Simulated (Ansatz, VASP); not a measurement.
# Ir: VASP beside Ansatz

INCAR

```
SYSTEM = Ir
ALGO = Normal ; EDIFF = 1E-6
ENCUT = 520 ; GGA = PE
ISIF = 2 ; ISMEAR = -1
ISPIN = 2 ; LASPH = .TRUE.
LCHARG = .FALSE. ; LMAXMIX = 4
LORBIT = 11 ; LREAL = .FALSE.
LWAVE = .FALSE. ; MAGMOM = 1 1
NBANDS = 20 ; NELM = 150
PREC = Accurate ; SIGMA = 0.05
```

Contents of KPOINTS:

```
k-points
0
G
  22 22 12
  0 0 0
```

The input POSCAR:

```
Ir
1.0
    2.7463290058      0.0000000000      0.0000000000
   -1.3731645029      2.3783906862      0.0000000000
    0.0000000000      0.0000000000      4.4615113112
Ir
2
Direct
    0.3333333333      0.6666666667      0.2500000000
    0.6666666667      0.3333333333      0.7500000000
```

Input for Ansatz:

```yaml
crystal:
  lattice:
    - [2.7463290058, 0.0, 0.0]
    - [-1.3731645029, 2.3783906862, 0.0]
    - [0.0, 0.0, 4.4615113112]
  atoms:
    - { symbol: Ir, position: [0.3333333333, 0.6666666667, 0.25], spin: 1.0 }
    - { symbol: Ir, position: [0.6666666667, 0.3333333333, 0.75], spin: 1.0 }
hamiltonian:
  xc: pbe
  pseudopotentials:
    kind: paw
    azcp:
      Ir: "pseudopotentials/Ir.paw.azcp"
basis:
  ecutwfc: 420
  fft_grid_basis: typed
kpoints:
  mp_grid: { grid: [22, 22, 12], shift: [0, 0, 0] }
magnetization:
  spin_polarized: true
scf:
  occupations: { method: fermi_dirac, width: 0.05 }
```

Alike in both runs: task single point; functional PBE; k mesh 22 × 22 × 12; occupations fermi-dirac, width 0.05 eV; collinear spin.

|  | VASP | Ansatz |
| --- | --- | --- |
| version | VASP 6.6.1 | Ansatz 0.2.0 |
| potentials or method | VASP PAW PBE potentials, release 64 (Ir), cutoff 520 eV | plane waves (420 eV) with PAW, scalar-relativistic |
| valence electrons in the cell | 18 | 34 |

|  | VASP | Ansatz | Ansatz less VASP |
| --- | --- | --- | --- |
| net moment per atom (μB) | 0.00 | 0.00 | 0.000 |

VASP's potentials hold 18 valence electrons a cell and Ansatz's 34, so a difference there can come from the potentials and not from the codes. Ansatz's warnings: seeded moment not kept.

Spin-orbit coupling is off throughout.
